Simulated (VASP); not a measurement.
# In (I4/mmm) in VASP: a series of runs

Aim: see how the results for In move with the level of theory and the settings. Levels: PBE, PBEsol+D3(BJ), BLYP. Tasks: single point.

All numbers are computed with VASP 6.6.1; they aren't measurements. Logs are shortened: lines on timing, memory, paths and dates and some standing lists are left out, and cuts for length are marked.

### 1 The cell of the first run

The structure is tetragonal, space group I4/mmm (No. 139). The conventional cell has a = 3.315 Å, b = 3.315 Å, c = 5.044 Å, α = 90.00°, β = 90.00°, γ = 90.00°. In (site symmetry 4/mmm) has 12 In at 3.31 to 3.44 Å within 4.4 Å.

### 2 Single point, PBE (volume scaled by 1.06)

INCAR reads:

```
SYSTEM = In
  PREC = Accurate
  ENCUT = 520
  EDIFF = 1E-6
  ISMEAR = -1
  SIGMA = 0.05
  LREAL = .FALSE.
  LASPH = .TRUE.
  NELM = 80
  ALGO = Normal
  ISIF = 2
  LWAVE = .FALSE.
  LCHARG = .TRUE.
  GGA = PE
  LELF = .TRUE.
  LVHAR = .TRUE.
  NBANDS = 12
```

KPOINTS reads:

```
Automatic mesh
0
G
  11 11 11
  0 0 0
```

POSCAR reads:

```
In
1.0
   -1.6573500545      1.6573500545      2.5222162388
    1.6573500545     -1.6573500545      2.5222162388
    1.6573500545      1.6573500545     -2.5222162388
In
1
Direct
    0.0000000000      0.0000000000      0.0000000000
```

Potentials or basis: VASP PAW PBE potentials, release 64 (In_d).

Command:

```
$ cat potpaw_PBE.64/In_d/POTCAR > POTCAR
$ mpirun -np 1 vasp_std > vasp.out
```

OUTCAR:

```text
SYSTEM = In
   PREC = Accurate
   ENCUT = 520
   EDIFF = 1E-6
   ISMEAR = -1
   LREAL = .FALSE.
   LASPH = .TRUE.
   NELM = 80
   ISIF = 2
   GGA = PE

 ion  position               nearest neighbor table
   1  0.000  0.000  0.000-

  LATTYP: Found a body centered tetragonal cell.
 ALAT       =     3.3147001090
 C/A-ratio  =     1.5218367610

  Lattice vectors:

 A1 = (  -1.6573500545,   1.6573500545,   2.5222162388)
 A2 = (   1.6573500545,  -1.6573500545,   2.5222162388)
 A3 = (   1.6573500545,   1.6573500545,  -2.5222162388)

Analysis of symmetry for initial positions (statically):
=====================================================================
 Subroutine PRICEL returns:
 Original cell was already a primitive cell.

 Routine SETGRP: Setting up the symmetry group for a
 body centered tetragonal supercell.

 Subroutine GETGRP returns: Found 16 space group operations
 (whereof 16 operations were pure point group operations)
 out of a pool of 16 trial point group operations.

The static configuration has the point symmetry D_4h.

Analysis of symmetry for dynamics (positions and initial velocities):
=====================================================================
 Subroutine PRICEL returns:
 Original cell was already a primitive cell.

 Routine SETGRP: Setting up the symmetry group for a
 body centered tetragonal supercell.

 Subroutine GETGRP returns: Found 16 space group operations
 (whereof 16 operations were pure point group operations)
 out of a pool of 16 trial point group operations.

The dynamic configuration has the point symmetry D_4h.

 Subroutine INISYM returns: Found 16 space group operations
 (whereof 16 operations are pure point group operations),
 and found     1 'primitive' translations

----------------------------------------------------------------------------------------

                                     Primitive cell

  volume of cell :      27.7122

  direct lattice vectors                    reciprocal lattice vectors
    -1.657350054  1.657350054  2.522216239     0.000000000  0.301686417  0.198238356
     1.657350054 -1.657350054  2.522216239     0.301686417  0.000000000  0.198238356
     1.657350054  1.657350054 -2.522216239     0.301686417  0.301686417  0.000000000

  length of vectors
     3.443137110  3.443137110  3.443137110     0.360989113  0.360989113  0.426649023

  position of ions in fractional coordinates (direct lattice)
     0.000000000  0.000000000  0.000000000

  ion indices of the primitive-cell ions
   primitive index   ion index
                 1           1

----------------------------------------------------------------------------------------

 KPOINTS: Automatic mesh

Automatic generation of k-mesh.
 Grid dimensions read from file:
 generate k-points for:   11   11   11

 Generating k-lattice:

  Cartesian coordinates                     Fractional coordinates (reciprocal lattice)
     0.000000000  0.027426038  0.018021669     0.090909091  0.000000000  0.000000000
     0.027426038  0.000000000  0.018021669     0.000000000  0.090909091  0.000000000
     0.027426038  0.027426038  0.000000000     0.000000000  0.000000000  0.090909091

  Length of vectors
     0.032817192  0.032817192  0.038786275

  Shift w.r.t. Gamma in fractional coordinates (k-lattice)
     0.000000000  0.000000000  0.000000000

 Subroutine IBZKPT returns following result:
 ===========================================

 Found    126 irreducible k-points:

 Following reciprocal coordinates:
            Coordinates               Weight
  0.000000  0.000000  0.000000      1.000000
  0.090909 -0.000000  0.000000      8.000000
  0.181818 -0.000000  0.000000      8.000000
  0.272727 -0.000000  0.000000      8.000000
  0.363636 -0.000000  0.000000      8.000000
  0.454545 -0.000000  0.000000      8.000000
[... 16 lines left out ...]
 -0.272727  0.181818  0.000000     16.000000
 -0.181818  0.181818  0.000000      4.000000
 [... further k-points ...]
   k-points           NKPTS =    126   k-points in BZ     NKDIM =    126   number of bands    NBANDS=     12
   number of dos      NEDOS =    301   number of ions     NIONS =      1
   total plane-waves  NPLWV =  21952
   dimension x,y,z NGX =    28 NGY =   28 NGZ =   28
   dimension x,y,z NGXF=    56 NGYF=   56 NGZF=   56
   ions per type =               1
   NGX,Y,Z   is equivalent  to a cutoff of  13.52, 13.52, 13.52 a.u.
   NGXF,Y,Z  is equivalent  to a cutoff of  27.04, 27.04, 27.04 a.u.
 SYSTEM =  In
   PREC   = accura    normal or accurate (medium, high low for compatibility)
   ISTART =      0    job   : 0-new  1-cont  2-samecut
   ICHARG =      2    charge: 1-file 2-atom 10-const
   ISPIN  =      1    spin polarized calculation?
   LNONCOLLINEAR =      F non collinear calculations
   LSORBIT =      F    spin-orbit coupling
   LASPH  =      T    aspherical Exc in radial PAW
   ENCUT  =  520.0 eV  38.22 Ry    6.18 a.u.   6.40  6.40  6.40*2*pi/ulx,y,z
   NELM   =     80;   NELMIN=  2; NELMDL= -5     # of ELM steps
   EDIFF  = 0.1E-05   stopping-criterion for ELM
   LREAL  =      F    real-space projection
   EDIFFG = 0.1E-04   stopping-criterion for IOM
   NSW    =      0    number of steps for IOM
   IBRION =     -1    ionic relax: 0-MD 1-quasi-New 2-CG
   NFREE  =      0    steps in history (QN), initial steepest desc. (CG)
   ISIF   =      2    stress and relaxation
   ISYM   =      2    0-nonsym 1-usesym 2-fastsym
   POTIM  = 0.5000    time-step for ionic-motion
   TEBEG  =    0.0;   TEEND  =   0.0 temperature during run
   PSTRESS=    0.0 pullay stress
   NELECT =      13.0000    total number of electrons
   NUPDOWN=      -1.0000    fix difference up-down
   EMIN   =  10.00;   EMAX   =-10.00  energy-range for DOS
   EFERMI =   0.00;   METHOD = LEGACY
   ISMEAR =    -1;   SIGMA  =   0.05  broadening in eV -4-tet -1-fermi 0-gaus
   EFERMI_NEDOS =   21; number of points for ismear=-14 and -15
   IALGO  =     38    algorithm
   IMIX   =      4    mixing-type and parameters
     AMIX     =   0.40;   BMIX     =  1.00
     AMIX_MAG =   1.60;   BMIX_MAG =  1.00
  volume/ion in A,a.u.               =      27.71       187.01
  Fermi-wavevector in a.u.,A,eV,Ry     =   1.272035  2.403797 22.015215  1.618073
  Thomas-Fermi vector in A             =   2.404935
   LORBIT       =      0    0 simple, 1 ext, 2 COOP (PROOUT), +10 PAW based schemes
   GGA     = PE    functional components
   LHFCALC =     F    Hartree Fock is set to
   AEXX    =    0.0000 exact exchange contribution
   IVDW    =     0    specifies the selected vdW correction
   LEPSILON=     F    determine dielectric tensor
   LRPA    =     F    only Hartree local field effects (RPA)
 non-spin polarized calculation
  energy-cutoff  :      520.00
  volume of cell :       27.71
 maximum number of plane-waves:       760
 NGX is ok and might be reduce to    28
   NGX = 13   NGY = 13   NGZ = 13

 number of electron      12.9999995 magnetization

 Free energy of the ion-electron system (eV)
  ---------------------------------------------------
  ext. energy  EPLUGINS =         0.00000000
  ---------------------------------------------------
  free energy    TOTEN  =        -2.55976492 eV

  energy without entropy =       -2.55550618  energy(sigma->0) =       -2.55763555

 E-fermi :   6.9151     XC(G=0):  -9.9822

 val. band max:        6.8371833631   @ k =   0.3636   0.2727   0.1818
 cond. band min:       6.9286961312   @ k =  -0.4545  -0.4545   0.1818
 fundamental gap:      0.0915127681
 Fermi energy:         6.9150969483

 k-point     1 :       0.0000    0.0000    0.0000
  band No.  band energies     occupation
      1      -7.7557      2.00000
      2      -7.6631      2.00000
      3      -7.6631      2.00000
      4      -7.5951      2.00000
      5      -7.5068      2.00000
      6      -2.2699      2.00000
      7      16.9144      0.00000
      8      16.9144      0.00000
      9      17.0603      0.00000
     10      18.3391      0.00000
     11      20.3478      0.00000
     12      20.5088      0.00000

 k-point     2 :       0.0909   -0.0000    0.0000
  band No.  band energies     occupation
      1      -7.7446      2.00000
      2      -7.6637      2.00000
      3      -7.6522      2.00000
      4      -7.5922      2.00000
      5      -7.5110      2.00000
      6      -2.0966      2.00000
      7      15.0547      0.00000
      8      16.6057      0.00000
      9      16.7130      0.00000
     10      18.0607      0.00000
     11      20.7564      0.00000
     12      20.9583      0.00000

 k-point     3 :       0.1818   -0.0000    0.0000
  band No.  band energies     occupation
      1      -7.7266      2.00000
      2      -7.6718      2.00000
      3      -7.6300      2.00000
      4      -7.5682      2.00000
      5      -7.5148      2.00000
      6      -1.5719      2.00000
      7      12.0672      0.00000
      8      15.8030      0.00000
      9      16.3165      0.00000
     10      17.9470      0.00000
     11      19.7457      0.00000
     12      22.0091      0.00000
[... 286 lines left out ...]
 k-point    23 :      -0.2727    0.1818    0.0000
  band No.  band energies     occupation
      1      -7.7409      2.00000
      2      -7.6345      2.00000
      3      -7.5916      2.00000
      4      -7.5693      2.00000
      5      -7.4943      2.00000
      6      -0.6278      2.00000
      7      11.3576      0.00000
      8      13.1283      0.00000
      9      14.1834      0.00000
     10      16.2051      0.00000
     11      17.1255      0.00000
     12      22.4524      0.00000

 k-point    24 :      -0.1818    0.1818    0.0000
  band No.  band energies     occupation
      1      -7.7218      2.00000
      2      -7.6413      2.00000
      3      -7.5994      2.00000
      4      -7.5949      2.00000
      5      -7.5250      2.00000
      6      -1.2965      2.00000
      7      13.7340      0.00000
      8      13.9964      0.00000
      9      14.4726      0.00000
     10      16.0220      0.00000
     11      18.1143      0.00000
     12      22.8846      0.00000

 [... further k-points ...]
[... 5 lines left out ...]
  --------------------------------------------------------------------------------------
  -------------------------------------------------------------------------------------
  Total       -0.0444643     -0.0444643     -0.0571348      0.0000000      0.0000000      0.0000000
  in kB       -2.5706966     -2.5706966     -3.3032449      0.0000000      0.0000000      0.0000000
  external PRESSURE =      -2.8148794 kB  Pullay stress =       0.0000000 kB

 VOLUME and BASIS-vectors are now :
 -----------------------------------------------------------------------------
  energy-cutoff  :      520.00
  volume of cell :       27.71
      direct lattice vectors                 reciprocal lattice vectors
    -1.657350054  1.657350054  2.522216239     0.000000000  0.301686417  0.198238356
     1.657350054 -1.657350054  2.522216239     0.301686417  0.000000000  0.198238356
     1.657350054  1.657350054 -2.522216239     0.301686417  0.301686417  0.000000000

 POSITION                                       TOTAL-FORCE (eV/Angst)
 -----------------------------------------------------------------------------------
      0.00000      0.00000      0.00000        -0.000000      0.000000      0.000000
 -----------------------------------------------------------------------------------
    total drift:                               -0.000000     -0.000000     -0.000000

  FREE ENERGIE OF THE ION-ELECTRON SYSTEM (eV)
  ---------------------------------------------------
  free  energy   TOTEN  =        -2.5597649219 eV

  energy  without entropy=       -2.5555061753  energy(sigma->0) =       -2.55763555
```

Run time: 64 s. Hardware: 1 thread of Intel Xeon 8259CL, shared host; peak memory 0.18 GiB.

Results:

```
Free energy : -2.5598 eV
Pressure    : -0.3 GPa
```

Caveat: spin-orbit coupling is left out, which moves the levels of the heavy elements.

(Part 1 of 2 ends here.)
